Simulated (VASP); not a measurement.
# CdTe (F-43m) in VASP: further runs, part 2 of 2

VASP 6.6.1.

## (3) Electric field gradients, PBE (volume scaled by 1.02)

File INCAR:

```
SYSTEM = CdTe
PREC = Accurate
ENCUT = 520
EDIFF = 1E-8
ISMEAR = -1
SIGMA = 0.08
LREAL = .FALSE.
LASPH = .TRUE.
NELM = 80
ALGO = Normal
ISIF = 2
LWAVE = .FALSE.
LCHARG = .FALSE.
GGA = PE
LEFG = .TRUE.
NBANDS = 16
```

File KPOINTS:

```
regular mesh
0
G
  9 9 9
  0 0 0
```

File POSCAR:

```
CdTe
1.0
    0.0000000000      3.2262257841      3.2262257841
    3.2262257841      0.0000000000      3.2262257841
    3.2262257841      3.2262257841      0.0000000000
Cd Te
1 1
Direct
    0.0000000000      0.0000000000      0.0000000000
    0.7500000000      0.7500000000      0.7500000000
```

Potentials or basis: VASP PAW PBE potentials, release 64 (Cd, Te).

The run is started by

```bash
> cat potpaw_PBE.64/Cd/POTCAR potpaw_PBE.64/Te/POTCAR > POTCAR
> mpirun -np 1 vasp_std > vasp.out
```

OUTCAR:

```text
SYSTEM = CdTe
   PREC = Accurate
   ENCUT = 520
   EDIFF = 1E-8
   ISMEAR = -1
   LREAL = .FALSE.
   LASPH = .TRUE.
   NELM = 80
   ISIF = 2
   GGA = PE

 ion  position               nearest neighbor table
   1  0.000  0.000  0.000-   2 2.79   2 2.79   2 2.79   2 2.79
   2  0.750  0.750  0.750-   1 2.79   1 2.79   1 2.79   1 2.79

  LATTYP: Found a face centered cubic cell.
 ALAT       =     6.4524515682

  Lattice vectors:

 A1 = (   0.0000000000,   3.2262257841,   3.2262257841)
 A2 = (   3.2262257841,   0.0000000000,   3.2262257841)
 A3 = (   3.2262257841,   3.2262257841,   0.0000000000)

Analysis of symmetry for initial positions (statically):
=====================================================================
 Subroutine PRICEL returns:
 Original cell was already a primitive cell.

 Routine SETGRP: Setting up the symmetry group for a
 face centered cubic supercell.

 Subroutine GETGRP returns: Found 24 space group operations
 (whereof 24 operations were pure point group operations)
 out of a pool of 48 trial point group operations.

The static configuration has the point symmetry T_d .

Analysis of symmetry for dynamics (positions and initial velocities):
=====================================================================
 Subroutine PRICEL returns:
 Original cell was already a primitive cell.

 Routine SETGRP: Setting up the symmetry group for a
 face centered cubic supercell.

 Subroutine GETGRP returns: Found 24 space group operations
 (whereof 24 operations were pure point group operations)
 out of a pool of 48 trial point group operations.

The dynamic configuration has the point symmetry T_d .

 Subroutine INISYM returns: Found 24 space group operations
 (whereof 24 operations are pure point group operations),
 and found     1 'primitive' translations

----------------------------------------------------------------------------------------

                                     Primitive cell

  volume of cell :      67.1606

  direct lattice vectors                    reciprocal lattice vectors
     0.000000000  3.226225784  3.226225784    -0.154979854  0.154979854  0.154979854
     3.226225784  0.000000000  3.226225784     0.154979854 -0.154979854  0.154979854
     3.226225784  3.226225784  0.000000000     0.154979854  0.154979854 -0.154979854

  length of vectors
     4.562572259  4.562572259  4.562572259     0.268432981  0.268432981  0.268432981

  position of ions in fractional coordinates (direct lattice)
     0.000000000  0.000000000  0.000000000
     0.750000000  0.750000000  0.750000000

  ion indices of the primitive-cell ions
   primitive index   ion index
                 1           1
                 2           2

----------------------------------------------------------------------------------------

 KPOINTS: regular mesh

Automatic generation of k-mesh.
 Grid dimensions read from file:
 generate k-points for:    9    9    9

 Generating k-lattice:

  Cartesian coordinates                     Fractional coordinates (reciprocal lattice)
[... 65 lines left out ...]
   NFREE  =      0    steps in history (QN), initial steepest desc. (CG)
   ISIF   =      2    stress and relaxation
   ISYM   =      2    0-nonsym 1-usesym 2-fastsym
   POTIM  = 0.5000    time-step for ionic-motion
   TEBEG  =    0.0;   TEEND  =   0.0 temperature during run
   PSTRESS=    0.0 pullay stress
   NELECT =      18.0000    total number of electrons
   NUPDOWN=      -1.0000    fix difference up-down
   EMIN   =  10.00;   EMAX   =-10.00  energy-range for DOS
   EFERMI =   0.00;   METHOD = LEGACY
   ISMEAR =    -1;   SIGMA  =   0.08  broadening in eV -4-tet -1-fermi 0-gaus
   EFERMI_NEDOS =   21; number of points for ismear=-14 and -15
   IALGO  =     38    algorithm
   IMIX   =      4    mixing-type and parameters
     AMIX     =   0.40;   BMIX     =  1.00
     AMIX_MAG =   1.60;   BMIX_MAG =  1.00
  volume/ion in A,a.u.               =      33.58       226.61
  Fermi-wavevector in a.u.,A,eV,Ry     =   1.055506  1.994618 15.158169  1.114094
  Thomas-Fermi vector in A             =   2.190707
   LORBIT       =      0    0 simple, 1 ext, 2 COOP (PROOUT), +10 PAW based schemes
   GGA     = PE    functional components
   LHFCALC =     F    Hartree Fock is set to
   AEXX    =    0.0000 exact exchange contribution
   IVDW    =     0    specifies the selected vdW correction
   LEPSILON=     F    determine dielectric tensor
   LRPA    =     F    only Hartree local field effects (RPA)
 non-spin polarized calculation
  energy-cutoff  :      520.00
  volume of cell :       67.16
 maximum number of plane-waves:      1829
 NGX is ok and might be reduce to    36
   NGX = 17   NGY = 17   NGZ = 17

 number of electron      17.9999994 magnetization

 Free energy of the ion-electron system (eV)
  ---------------------------------------------------
  ext. energy  EPLUGINS =         0.00000000
  ---------------------------------------------------
  free energy    TOTEN  =        -4.75903486 eV

  energy without entropy =       -4.75897919  energy(sigma->0) =       -4.75900703

 E-fermi :   2.9644     XC(G=0):  -8.6435

 val. band max:        2.4681405776   @ k =   0.0000   0.0000   0.0000
 cond. band min:       3.2805610933   @ k =   0.0000   0.0000   0.0000
 fundamental gap:      0.8124205157
 Fermi energy:         2.9643683511

 k-point     1 :       0.0000    0.0000    0.0000
  band No.  band energies     occupation
      1      -8.7819      2.00000
      2      -5.8644      2.00000
      3      -5.8644      2.00000
      4      -5.8644      2.00000
      5      -5.5938      2.00000
      6      -5.5938      2.00000
[... 433 lines left out ...]
      3      -5.6997      2.00000
      4      -5.6997      2.00000
      5      -5.5631      2.00000
      6      -5.1347      2.00000
[... 8 lines left out ...]
     15      13.2169      0.00000
     16      14.4291      0.00000

 [... further k-points ...]
[... 5 lines left out ...]
  --------------------------------------------------------------------------------------
  -------------------------------------------------------------------------------------
  Total        1.4047735      1.4047735      1.4047735      0.0000000      0.0000000      0.0000000
  in kB       33.5121749     33.5121749     33.5121749      0.0000000      0.0000000      0.0000000
  external PRESSURE =      33.5121749 kB  Pullay stress =       0.0000000 kB

 VOLUME and BASIS-vectors are now :
 -----------------------------------------------------------------------------
  energy-cutoff  :      520.00
  volume of cell :       67.16
      direct lattice vectors                 reciprocal lattice vectors
     0.000000000  3.226225784  3.226225784    -0.154979854  0.154979854  0.154979854
     3.226225784  0.000000000  3.226225784     0.154979854 -0.154979854  0.154979854
     3.226225784  3.226225784  0.000000000     0.154979854  0.154979854 -0.154979854

 POSITION                                       TOTAL-FORCE (eV/Angst)
 -----------------------------------------------------------------------------------
      0.00000      0.00000      0.00000         0.000000     -0.000000     -0.000000
      4.83934      4.83934      4.83934        -0.000000      0.000000      0.000000
 -----------------------------------------------------------------------------------
    total drift:                                0.000000      0.000000      0.000000

  FREE ENERGIE OF THE ION-ELECTRON SYSTEM (eV)
  ---------------------------------------------------
  free  energy   TOTEN  =        -4.7590348572 eV

  energy  without entropy=       -4.7589791932  energy(sigma->0) =       -4.75900703

 Electric field gradients (V/A^2)
---------------------------------------------------------------------
 ion       V_xx      V_yy      V_zz      V_xy      V_xz      V_yz
---------------------------------------------------------------------
   1       0.000     0.000    -0.000     0.001     0.001     0.001
   2      -0.000     0.000    -0.000    -0.000    -0.000    -0.000
---------------------------------------------------------------------

 Electric field gradients after diagonalization (V/A^2)
 (convention: |V_zz| > |V_xx| > |V_yy|)
----------------------------------------------------------------------
 ion       V_xx      V_yy      V_zz     asymmetry (V_yy - V_xx)/ V_zz
----------------------------------------------------------------------
   1      -0.001    -0.001     0.003       0.000
   2       0.000     0.000    -0.000       0.000
----------------------------------------------------------------------

           NMR quadrupolar parameters

 Cq : quadrupolar parameter    Cq=e*Q*V_zz/h
 eta: asymmetry parameters     (V_yy - V_xx)/ V_zz
 Q  : nuclear electric quadrupole moment in mb (millibarn)
----------------------------------------------------------------------
 ion       Cq(MHz)       eta       Q (mb)
----------------------------------------------------------------------
   1       0.000       0.000       1.000
   2      -0.000       0.000       1.000
----------------------------------------------------------------------
```

OSZICAR:

```text
N       E                     dE             d eps       ncg     rms          rms(c)
DAV:   1     0.959564184354E+02    0.95956E+02   -0.83445E+03  1144   0.971E+02
DAV:   2    -0.170659622766E+01   -0.97663E+02   -0.92897E+02  1360   0.233E+02
DAV:   3    -0.495680739588E+01   -0.32502E+01   -0.32465E+01  1384   0.438E+01
[... 11 lines left out ...]
DAV:  15    -0.475903475133E+01   -0.84684E-07   -0.41649E-08  1536   0.172E-03    0.426E-03
DAV:  16    -0.475903488228E+01   -0.13095E-06   -0.41863E-08  1352   0.102E-03    0.562E-04
DAV:  17    -0.475903486785E+01    0.14433E-07   -0.26664E-09   888   0.315E-04    0.285E-04
DAV:  18    -0.475903485565E+01    0.12205E-07   -0.28389E-10   656   0.139E-04    0.385E-05
DAV:  19    -0.475903485719E+01   -0.15466E-08   -0.78192E-11   560   0.663E-05
   1 F= -.47590349E+01 E0= -.47590070E+01  d E =-.556640E-04
```

It took 29 s on 1 thread of Intel Xeon 6975P-C (Granite Rapids), shared host; peak memory 0.22 GiB.

Results:

```yaml
Free_energy: -4.7590 eV
Pressure: 3.4 GPa
Band_gap_on_the_k_mesh: 0.81 eV, direct
```

Caveat: without QUAD_EFG the Cq values of the log hold for a quadrupole moment of 1 mb, not for the nuclei; spin-orbit coupling is left out, which moves the levels of the heavy elements.

## (4) Electric field gradients, PBE (volume scaled by 1.06)

File INCAR:

```
PREC = Accurate ; ENCUT = 520
EDIFF = 1E-8 ; ISMEAR = -1
SIGMA = 0.08 ; LREAL = F
LASPH = T ; NELM = 100
ALGO = Normal ; ISIF = 2
LWAVE = F ; LCHARG = F
GGA = PE ; LEFG = T
NBANDS = 16
```

File KPOINTS:

```
Automatic mesh
0
Gamma
  9 9 9
```

File POSCAR:

```
CdTe
1.0
    0.0000000000      3.2678590959      3.2678590959
    3.2678590959      0.0000000000      3.2678590959
    3.2678590959      3.2678590959      0.0000000000
Cd Te
1 1
Direct
    0.0000000000      0.0000000000      0.0000000000
    0.7500000000      0.7500000000      0.7500000000
```

Potentials or basis: VASP PAW PBE potentials, release 64 (Cd, Te).

The run is started by

```bash
> cat potpaw_PBE.64/Cd/POTCAR potpaw_PBE.64/Te/POTCAR > POTCAR
> mpirun -np 1 vasp_std > vasp.out
```

OUTCAR:

```text
PREC = Accurate
   ENCUT = 520
   EDIFF = 1E-8
   ISMEAR = -1
   LREAL = F
   LASPH = T
   NELM = 100
   ISIF = 2
   GGA = PE

 ion  position               nearest neighbor table
   1  0.000  0.000  0.000-   2 2.83   2 2.83   2 2.83   2 2.83
   2  0.750  0.750  0.750-   1 2.83   1 2.83   1 2.83   1 2.83

  LATTYP: Found a face centered cubic cell.
 ALAT       =     6.5357181918

  Lattice vectors:

 A1 = (   0.0000000000,   3.2678590959,   3.2678590959)
 A2 = (   3.2678590959,   0.0000000000,   3.2678590959)
 A3 = (   3.2678590959,   3.2678590959,   0.0000000000)

Analysis of symmetry for initial positions (statically):
=====================================================================
 Subroutine PRICEL returns:
 Original cell was already a primitive cell.

 Routine SETGRP: Setting up the symmetry group for a
 face centered cubic supercell.

 Subroutine GETGRP returns: Found 24 space group operations
 (whereof 24 operations were pure point group operations)
 out of a pool of 48 trial point group operations.

The static configuration has the point symmetry T_d .

Analysis of symmetry for dynamics (positions and initial velocities):
=====================================================================
 Subroutine PRICEL returns:
 Original cell was already a primitive cell.

 Routine SETGRP: Setting up the symmetry group for a
 face centered cubic supercell.

 Subroutine GETGRP returns: Found 24 space group operations
 (whereof 24 operations were pure point group operations)
 out of a pool of 48 trial point group operations.
[... 156 lines left out ...]
  band No.  band energies     occupation
      1      -8.9116      2.00000
      2      -6.0814      2.00000
      3      -6.0814      2.00000
      4      -6.0814      2.00000
      5      -5.8391      2.00000
      6      -5.8391      2.00000
[... 433 lines left out ...]
      3      -5.9351      2.00000
      4      -5.9312      2.00000
      5      -5.8114      2.00000
      6      -5.4173      2.00000
[... 8 lines left out ...]
     15      12.8027      0.00000
     16      13.9316      0.00000

 [... further k-points ...]

------------------------ aborting loop because EDIFF is reached ----------------------------------------

  FORCE on cell =-STRESS in cart. coord.  units (eV):
  Direction    XX          YY          ZZ          XY          YZ          ZX
  --------------------------------------------------------------------------------------
  -------------------------------------------------------------------------------------
  Total        0.6843821      0.6843821      0.6843821      0.0000000      0.0000000      0.0000000
  in kB       15.7104720     15.7104720     15.7104720      0.0000000      0.0000000      0.0000000
  external PRESSURE =      15.7104720 kB  Pullay stress =       0.0000000 kB

 VOLUME and BASIS-vectors are now :
 -----------------------------------------------------------------------------
  energy-cutoff  :      520.00
  volume of cell :       69.79
      direct lattice vectors                 reciprocal lattice vectors
     0.000000000  3.267859096  3.267859096    -0.153005373  0.153005373  0.153005373
     3.267859096  0.000000000  3.267859096     0.153005373 -0.153005373  0.153005373
     3.267859096  3.267859096  0.000000000     0.153005373  0.153005373 -0.153005373

 POSITION                                       TOTAL-FORCE (eV/Angst)
 -----------------------------------------------------------------------------------
      0.00000      0.00000      0.00000        -0.000000     -0.000000     -0.000000
      4.90179      4.90179      4.90179         0.000000      0.000000      0.000000
 -----------------------------------------------------------------------------------
    total drift:                                0.000000      0.000000      0.000000

  FREE ENERGIE OF THE ION-ELECTRON SYSTEM (eV)
  ---------------------------------------------------
  free  energy   TOTEN  =        -4.7990004504 eV

  energy  without entropy=       -4.7988928400  energy(sigma->0) =       -4.79894665

 Electric field gradients (V/A^2)
---------------------------------------------------------------------
 ion       V_xx      V_yy      V_zz      V_xy      V_xz      V_yz
---------------------------------------------------------------------
   1      -0.000    -0.000     0.000     0.002     0.002     0.002
   2       0.000     0.000     0.000    -0.000    -0.000    -0.000
---------------------------------------------------------------------

 Electric field gradients after diagonalization (V/A^2)
 (convention: |V_zz| > |V_xx| > |V_yy|)
----------------------------------------------------------------------
 ion       V_xx      V_yy      V_zz     asymmetry (V_yy - V_xx)/ V_zz
----------------------------------------------------------------------
   1      -0.002    -0.002     0.004       0.000
   2       0.000     0.000    -0.000       0.000
----------------------------------------------------------------------

           NMR quadrupolar parameters

 Cq : quadrupolar parameter    Cq=e*Q*V_zz/h
 eta: asymmetry parameters     (V_yy - V_xx)/ V_zz
 Q  : nuclear electric quadrupole moment in mb (millibarn)
----------------------------------------------------------------------
 ion       Cq(MHz)       eta       Q (mb)
----------------------------------------------------------------------
   1       0.000       0.000       1.000
   2      -0.000       0.000       1.000
----------------------------------------------------------------------
```

OSZICAR:

```text
N       E                     dE             d eps       ncg     rms          rms(c)
DAV:   1     0.985027455912E+02    0.98503E+02   -0.81924E+03  1136   0.968E+02
DAV:   2    -0.145023190321E+01   -0.99953E+02   -0.95216E+02  1384   0.234E+02
DAV:   3    -0.499472059274E+01   -0.35445E+01   -0.35405E+01  1384   0.452E+01
DAV:   4    -0.502945467385E+01   -0.34734E-01   -0.34733E-01  1728   0.393E+00
DAV:   5    -0.502953148190E+01   -0.76808E-04   -0.76808E-04  1488   0.175E-01    0.533E+00
DAV:   6    -0.481280832224E+01    0.21672E+00   -0.37143E-01  1312   0.718E+00    0.440E+00
DAV:   7    -0.479766058447E+01    0.15148E-01   -0.10523E-01  1352   0.208E+00    0.170E+00
DAV:   8    -0.479857560381E+01   -0.91502E-03   -0.10316E-02  1256   0.115E+00    0.459E-01
DAV:   9    -0.479890723433E+01   -0.33163E-03   -0.96413E-04  1392   0.321E-01    0.103E-01
DAV:  10    -0.479896109357E+01   -0.53859E-04   -0.10917E-04  1408   0.102E-01    0.557E-02
DAV:  11    -0.479900138204E+01   -0.40288E-04   -0.81403E-05  1360   0.567E-02    0.385E-02
DAV:  12    -0.479900047298E+01    0.90906E-06   -0.32342E-06  1320   0.140E-02    0.234E-02
DAV:  13    -0.479900020316E+01    0.26982E-06   -0.66956E-07  1432   0.384E-03    0.135E-02
DAV:  14    -0.479900027519E+01   -0.72031E-07   -0.96307E-07  1304   0.578E-03    0.680E-03
DAV:  15    -0.479900030531E+01   -0.30123E-07   -0.78354E-08  1496   0.230E-03    0.384E-03
DAV:  16    -0.479900046303E+01   -0.15772E-06   -0.24507E-08  1400   0.810E-04    0.577E-04
DAV:  17    -0.479900044933E+01    0.13701E-07   -0.14118E-09   904   0.203E-04    0.245E-04
DAV:  18    -0.479900045038E+01   -0.10500E-08   -0.37144E-10   664   0.122E-04
   1 F= -.47990005E+01 E0= -.47989466E+01  d E =-.107610E-03
```

Wall time 30 s (1 thread of Intel Xeon 6975P-C (Granite Rapids), shared host); peak memory 0.22 GiB.

What came out:

```
Free energy            : -4.7990 eV
Pressure               : 1.6 GPa
Band gap on the k mesh : 0.70 eV, direct
```

Caveat: without QUAD_EFG the Cq values of the log hold for a quadrupole moment of 1 mb, not for the nuclei; spin-orbit coupling is left out, which moves the levels of the heavy elements.

## (5) Summary

```tsv
cell	gap on the mesh (eV)	pressure (GPa)
a = 4.533 Å, angles 60.0°, 2 atoms	0.87	4.4
a = 4.563 Å, angles 60.0°, 2 atoms	0.81	3.4
a = 4.621 Å, angles 60.0°, 2 atoms	0.70	1.6
```

Alike in all rows: task electric field gradients; level PBE; potentials or basis VASP PAW PBE potentials, release 64 (Cd, Te); no spin polarisation; k mesh 9 × 9 × 9; cutoff (eV) 520; smearing fermi-dirac 0.08 eV.

Caveats: spin-orbit coupling is left out, which moves the levels of the heavy elements.

Absolute energies hang on the potentials; compare differences alone.
